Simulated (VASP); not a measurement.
# Ge (I4_1/amd) in VASP: a series of runs

Runs on Ge. Level: PBEsol. Tasks: single point.

All numbers are computed with VASP 6.6.1; they aren't measurements. Logs are shortened: lines on timing, memory, paths and dates and some standing lists are left out, and cuts for length are marked.

### Step 1. The cell of the first run

It takes space group I4_1/amd (No. 141, tetragonal). The conventional cell has a = 5.149 Å, b = 5.149 Å, c = 2.753 Å, α = 90.00°, β = 90.00°, γ = 90.00°. Ge (site symmetry -4m2) has 10 Ge at 2.66 to 3.30 Å within 3.5 Å.

### Step 2. Single point, PBEsol (strain +0.000 along x and y, -0.015 along z)

The input, INCAR:

```
SYSTEM = Ge
PREC = Accurate
ENCUT = 520
EDIFF = 1E-6
ISMEAR = 0
SIGMA = 0.15
LREAL = .False.
LASPH = .True.
NELM = 100
ALGO = Normal
ISIF = 2
LWAVE = .False.
LCHARG = .False.
GGA = PS
NBANDS = 21
```

The input, KPOINTS:

```
Automatic mesh
0
Gamma
  20 20 20
  0 0 0
```

The input, POSCAR:

```
Ge
1.0
   -2.5744897190      2.5744897190      1.3764514536
    2.5744897190     -2.5744897190      1.3764514536
    2.5744897190      2.5744897190     -1.3764514536
Ge
2
Direct
    0.2500000000      0.7500000000      0.5000000000
    0.5000000000      0.5000000000      0.0000000000
```

Potentials or basis: VASP PAW PBE potentials, release 64 (Ge_d).

On the command line:

```console
$ cat potpaw_PBE.64/Ge_d/POTCAR > POTCAR
$ mpirun -np 1 vasp_std > vasp.out
```

OUTCAR:

```text
SYSTEM = Ge
   PREC = Accurate
   ENCUT = 520
   EDIFF = 1E-6
   ISMEAR = 0
   LREAL = .False.
   LASPH = .True.
   NELM = 100
   ISIF = 2
   GGA = PS

 ion  position               nearest neighbor table
   1  0.250  0.750  0.500-   2 2.66   2 2.66   2 2.66   2 2.66
   2  0.500  0.500  0.000-   1 2.66   1 2.66   1 2.66   1 2.66

  LATTYP: Found a body centered tetragonal cell.
 ALAT       =     5.1489794380
 C/A-ratio  =     0.5346502041

  Lattice vectors:

 A1 = (  -2.5744897190,   2.5744897190,   1.3764514536)
 A2 = (   2.5744897190,  -2.5744897190,   1.3764514536)
 A3 = (   2.5744897190,   2.5744897190,  -1.3764514536)

Analysis of symmetry for initial positions (statically):
=====================================================================
 Subroutine PRICEL returns:
 Original cell was already a primitive cell.

 Routine SETGRP: Setting up the symmetry group for a
 body centered tetragonal supercell.

 Subroutine GETGRP returns: Found 16 space group operations
 (whereof  8 operations were pure point group operations)
 out of a pool of 16 trial point group operations.

The static configuration has the point symmetry D_2d.
 The point group associated with its full space group is D_4h.

Analysis of symmetry for dynamics (positions and initial velocities):
=====================================================================
 Subroutine PRICEL returns:
 Original cell was already a primitive cell.

 Routine SETGRP: Setting up the symmetry group for a
 body centered tetragonal supercell.

 Subroutine GETGRP returns: Found 16 space group operations
 (whereof  8 operations were pure point group operations)
 out of a pool of 16 trial point group operations.

The dynamic configuration has the point symmetry D_2d.
 The point group associated with its full space group is D_4h.

 Subroutine INISYM returns: Found 16 space group operations
 (whereof  8 operations are pure point group operations),
 and found     1 'primitive' translations

----------------------------------------------------------------------------------------

                                     Primitive cell

  volume of cell :      36.4925

  direct lattice vectors                    reciprocal lattice vectors
    -2.574489719  2.574489719  1.376451454     0.000000000  0.194213244  0.363252913
     2.574489719 -2.574489719  1.376451454     0.194213244  0.000000000  0.363252913
     2.574489719  2.574489719 -1.376451454     0.194213244  0.194213244  0.000000000

  length of vectors
     3.892378865  3.892378865  3.892378865     0.411911960  0.411911960  0.274659004

  position of ions in fractional coordinates (direct lattice)
     0.250000000  0.750000000  0.500000000
     0.500000000  0.500000000  0.000000000

  ion indices of the primitive-cell ions
   primitive index   ion index
                 1           1
                 2           2

----------------------------------------------------------------------------------------

 KPOINTS: Automatic mesh

Automatic generation of k-mesh.
 Grid dimensions read from file:
 generate k-points for:   20   20   20

 Generating k-lattice:

  Cartesian coordinates                     Fractional coordinates (reciprocal lattice)
     0.000000000  0.009710662  0.018162646     0.050000000 -0.000000000  0.000000000
     0.009710662  0.000000000  0.018162646    -0.000000000  0.050000000  0.000000000
     0.009710662  0.009710662  0.000000000     0.000000000  0.000000000  0.050000000

  Length of vectors
     0.020595598  0.020595598  0.013732950

  Shift w.r.t. Gamma in fractional coordinates (k-lattice)
     0.000000000  0.000000000  0.000000000

 Subroutine IBZKPT returns following result:
 ===========================================

 Found    641 irreducible k-points:

 Following reciprocal coordinates:
            Coordinates               Weight
  0.000000  0.000000  0.000000      1.000000
  0.050000  0.000000 -0.000000      8.000000
  0.100000 -0.000000  0.000000      8.000000
  0.150000 -0.000000  0.000000      8.000000
  0.200000 -0.000000  0.000000      8.000000
  0.250000 -0.000000  0.000000      8.000000
[... 16 lines left out ...]
 -0.400000  0.050000 -0.000000     16.000000
 -0.350000  0.050000  0.000000     16.000000
 [... further k-points ...]
   k-points           NKPTS =    641   k-points in BZ     NKDIM =    641   number of bands    NBANDS=     21
   number of dos      NEDOS =    301   number of ions     NIONS =      2
   total plane-waves  NPLWV =  27000
   dimension x,y,z NGX =    30 NGY =   30 NGZ =   30
   dimension x,y,z NGXF=    60 NGYF=   60 NGZF=   60
   ions per type =               2
   NGX,Y,Z   is equivalent  to a cutoff of  12.81, 12.81, 12.81 a.u.
   NGXF,Y,Z  is equivalent  to a cutoff of  25.63, 25.63, 25.63 a.u.
 SYSTEM =  Ge
   PREC   = accura    normal or accurate (medium, high low for compatibility)
   ISTART =      0    job   : 0-new  1-cont  2-samecut
   ICHARG =      2    charge: 1-file 2-atom 10-const
   ISPIN  =      1    spin polarized calculation?
   LNONCOLLINEAR =      F non collinear calculations
   LSORBIT =      F    spin-orbit coupling
   LASPH  =      T    aspherical Exc in radial PAW
   ENCUT  =  520.0 eV  38.22 Ry    6.18 a.u.   7.24  7.24  7.24*2*pi/ulx,y,z
   NELM   =    100;   NELMIN=  2; NELMDL= -5     # of ELM steps
   EDIFF  = 0.1E-05   stopping-criterion for ELM
   LREAL  =      F    real-space projection
   EDIFFG = 0.1E-04   stopping-criterion for IOM
   NSW    =      0    number of steps for IOM
   IBRION =     -1    ionic relax: 0-MD 1-quasi-New 2-CG
   NFREE  =      0    steps in history (QN), initial steepest desc. (CG)
   ISIF   =      2    stress and relaxation
   ISYM   =      2    0-nonsym 1-usesym 2-fastsym
   POTIM  = 0.5000    time-step for ionic-motion
   TEBEG  =    0.0;   TEEND  =   0.0 temperature during run
   PSTRESS=    0.0 pullay stress
   NELECT =      28.0000    total number of electrons
   NUPDOWN=      -1.0000    fix difference up-down
   EMIN   =  10.00;   EMAX   =-10.00  energy-range for DOS
   EFERMI =   0.00;   METHOD = LEGACY
   ISMEAR =     0;   SIGMA  =   0.15  broadening in eV -4-tet -1-fermi 0-gaus
   EFERMI_NEDOS =   21; number of points for ismear=-14 and -15
   IALGO  =     38    algorithm
   IMIX   =      4    mixing-type and parameters
     AMIX     =   0.40;   BMIX     =  1.00
     AMIX_MAG =   1.60;   BMIX_MAG =  1.00
  volume/ion in A,a.u.               =      18.25       123.13
  Fermi-wavevector in a.u.,A,eV,Ry     =   1.498740  2.832209 30.561720  2.246223
  Thomas-Fermi vector in A             =   2.610460
   LORBIT       =      0    0 simple, 1 ext, 2 COOP (PROOUT), +10 PAW based schemes
   GGA     = PS    functional components
   LHFCALC =     F    Hartree Fock is set to
   AEXX    =    0.0000 exact exchange contribution
   IVDW    =     0    specifies the selected vdW correction
   LEPSILON=     F    determine dielectric tensor
   LRPA    =     F    only Hartree local field effects (RPA)
 non-spin polarized calculation
 Gauss-broadening in eV      SIGMA  =   0.15
  energy-cutoff  :      520.00
  volume of cell :       36.49
 maximum number of plane-waves:      1013
 NGX is ok and might be reduce to    30
   NGX = 15   NGY = 15   NGZ = 15

 number of electron      28.0000020 magnetization

 Free energy of the ion-electron system (eV)
  ---------------------------------------------------
  ext. energy  EPLUGINS =         0.00000000
  ---------------------------------------------------
  free energy    TOTEN  =        -9.53653367 eV

  energy without entropy =       -9.52781811  energy(sigma->0) =       -9.53217589

 E-fermi :   6.8096     XC(G=0): -11.5459

 val. band max:        6.8091021675   @ k =  -0.4500   0.2000   0.0000
 cond. band min:       6.8159882304   @ k =   0.3000   0.0500   0.0000
 fundamental gap:      0.0068860630
 Fermi energy:         6.8096171296

 k-point     1 :       0.0000    0.0000    0.0000
  band No.  band energies     occupation
      1     -17.8574      2.00000
      2     -17.8212      2.00000
      3     -17.7887      2.00000
      4     -17.7805      2.00000
      5     -17.6648      2.00000
      6     -17.6648      2.00000
[... 13 lines left out ...]
     20      18.3007      0.00000
     21      19.3331      0.00000

 k-point     2 :       0.0500    0.0000   -0.0000
  band No.  band energies     occupation
      1     -17.8564      2.00000
      2     -17.8173      2.00000
      3     -17.7837      2.00000
      4     -17.7791      2.00000
      5     -17.6683      2.00000
      6     -17.6682      2.00000
[... 13 lines left out ...]
     20      18.3587      0.00000
     21      19.6263      0.00000

 k-point     3 :       0.1000   -0.0000    0.0000
  band No.  band energies     occupation
      1     -17.8533      2.00000
      2     -17.8058      2.00000
      3     -17.7750      2.00000
      4     -17.7700      2.00000
      5     -17.6764      2.00000
      6     -17.6747      2.00000
[... 13 lines left out ...]
     20      18.2690      0.00000
     21      18.8897      0.00000

 k-point     4 :       0.1500   -0.0000    0.0000
  band No.  band energies     occupation
      1     -17.8480      2.00000
      2     -17.7887      2.00000
      3     -17.7688      2.00000
      4     -17.7507      2.00000
      5     -17.6872      2.00000
      6     -17.6806      2.00000
[... 13 lines left out ...]
     20      17.4055      0.00000
     21      17.8534      0.00000

 k-point     5 :       0.2000   -0.0000    0.0000
  band No.  band energies     occupation
      1     -17.8408      2.00000
      2     -17.7693      2.00000
      3     -17.7610      2.00000
      4     -17.7318      2.00000
      5     -17.6992      2.00000
      6     -17.6819      2.00000
[... 13 lines left out ...]
     20      16.5009      0.00000
     21      17.4109      0.00000
[... 382 lines left out ...]
     20      18.4484      0.00000
     21      18.9434      0.00000

 k-point    22 :      -0.4500    0.0500    0.0000
  band No.  band energies     occupation
      1     -17.8111      2.00000
      2     -17.7607      2.00000
      3     -17.7570      2.00000
      4     -17.7318      2.00000
      5     -17.7055      2.00000
      6     -17.7020      2.00000
[... 13 lines left out ...]
     20      17.4374      0.00000
     21      19.2120      0.00000

 k-point    23 :      -0.4000    0.0500   -0.0000
  band No.  band energies     occupation
      1     -17.8149      2.00000
      2     -17.7528      2.00000
      3     -17.7476      2.00000
      4     -17.7365      2.00000
      5     -17.7104      2.00000
      6     -17.6961      2.00000
[... 13 lines left out ...]
     20      16.0885      0.00000
     21      18.4906      0.00000

 k-point    24 :      -0.3500    0.0500    0.0000
  band No.  band energies     occupation
      1     -17.8205      2.00000
      2     -17.7490      2.00000
      3     -17.7432      2.00000
      4     -17.7357      2.00000
      5     -17.7127      2.00000
      6     -17.6888      2.00000
[... 13 lines left out ...]
     20      15.6588      0.00000
     21      17.8531      0.00000

 [... further k-points ...]
[... 5 lines left out ...]
  --------------------------------------------------------------------------------------
  -------------------------------------------------------------------------------------
  Total       -0.0464154     -0.0464154      0.4036248      0.0000000     -0.0000000      0.0000000
  in kB       -2.0378392     -2.0378392     17.7208792      0.0000000     -0.0000000      0.0000000
  external PRESSURE =       4.5484003 kB  Pullay stress =       0.0000000 kB

 VOLUME and BASIS-vectors are now :
 -----------------------------------------------------------------------------
  energy-cutoff  :      520.00
  volume of cell :       36.49
      direct lattice vectors                 reciprocal lattice vectors
    -2.574489719  2.574489719  1.376451454     0.000000000  0.194213244  0.363252913
     2.574489719 -2.574489719  1.376451454     0.194213244  0.000000000  0.363252913
     2.574489719  2.574489719 -1.376451454     0.194213244  0.194213244  0.000000000

 POSITION                                       TOTAL-FORCE (eV/Angst)
 -----------------------------------------------------------------------------------
      2.57449      0.00000      0.68823        -0.000000      0.000000      0.000000
      0.00000      0.00000      1.37645         0.000000     -0.000000     -0.000000
 -----------------------------------------------------------------------------------
    total drift:                                0.000000     -0.000000      0.000000

  FREE ENERGIE OF THE ION-ELECTRON SYSTEM (eV)
  ---------------------------------------------------
  free  energy   TOTEN  =        -9.5365336693 eV

  energy  without entropy=       -9.5278181084  energy(sigma->0) =       -9.53217589
```

It took 4.1 min on 1 thread of Intel Xeon 6975P-C (Granite Rapids), shared host; peak memory 0.47 GiB.

Results:

* Free energy: -9.5365 eV
* Pressure: 0.5 GPa
* Band gap on the k mesh: zero (bands 14 and 15 overlap by 5.17 eV)

Caveat: the cell differs from its parent crystal (strain +0.000 along x and y, -0.015 along z); the PAW data sets were made with another functional, which shifts forces and pressure a little.

### Step 3. Single point, PBEsol (strain -0.015 along x and y, +0.015 along z)

The input, INCAR:

```
PREC = Accurate ; ENCUT = 520
EDIFF = 1E-6 ; ISMEAR = 0
SIGMA = 0.15 ; LREAL = False
LASPH = True ; NELM = 60
ALGO = Normal ; ISIF = 2
LWAVE = False ; LCHARG = False
GGA = PS ; NBANDS = 21
```

The input, KPOINTS:

```
Automatic mesh
0
Gamma
  20 20 20
```

The input, POSCAR:

```
Ge
1.0
   -2.5358723732      2.5358723732      1.4183738328
    2.5358723732     -2.5358723732      1.4183738328
    2.5358723732      2.5358723732     -1.4183738328
Ge
2
Direct
    0.2500000000      0.7500000000      0.5000000000
    0.5000000000      0.5000000000      0.0000000000
```

Potentials or basis: VASP PAW PBE potentials, release 64 (Ge_d).

On the command line:

```console
$ cat potpaw_PBE.64/Ge_d/POTCAR > POTCAR
$ mpirun -np 1 vasp_std > vasp.out
```

It took 4 min on 1 thread of Intel Xeon 6975P-C (Granite Rapids), shared host; peak memory 0.47 GiB.

Results (log left out):

```yaml
Free_energy: -9.5399 eV
Pressure: 0.5 GPa
Band_gap_on_the_k_mesh: zero (bands 14 and 15 overlap by 5.47 eV)
```

Stress tensor (GPa, compression positive):
```
 0.86  0.00  0.00
 0.00  0.86  0.00
 0.00  0.00 -0.29
```

Levels at points of the mesh, in eV from the Fermi level:
| k point | band 12 | band 13 | band 14 | band 15 | band 16 | band 17 |
| --- | --- | --- | --- | --- | --- | --- |
| (0.00, 0.00, 0.00) | -3.64 | -2.24 | -2.24 | 3.35 | 7.75 | 7.94 |
| (0.50, 0.00, 0.00) | -6.57 | -2.57 | -1.93 | -1.53 | 2.39 | 3.67 |
| (0.50, 0.50, 0.00) | -10.59 | 0.79 | 0.79 | 2.25 | 2.25 | 7.07 |
| (0.50, 0.50, 0.50) | -8.76 | -5.99 | -5.99 | 5.56 | 5.56 | 11.61 |

Caveat: the cell differs from its parent crystal (strain -0.015 along x and y, +0.015 along z); the PAW data sets were made with another functional, which shifts forces and pressure a little.

[end of part 1 of 2]
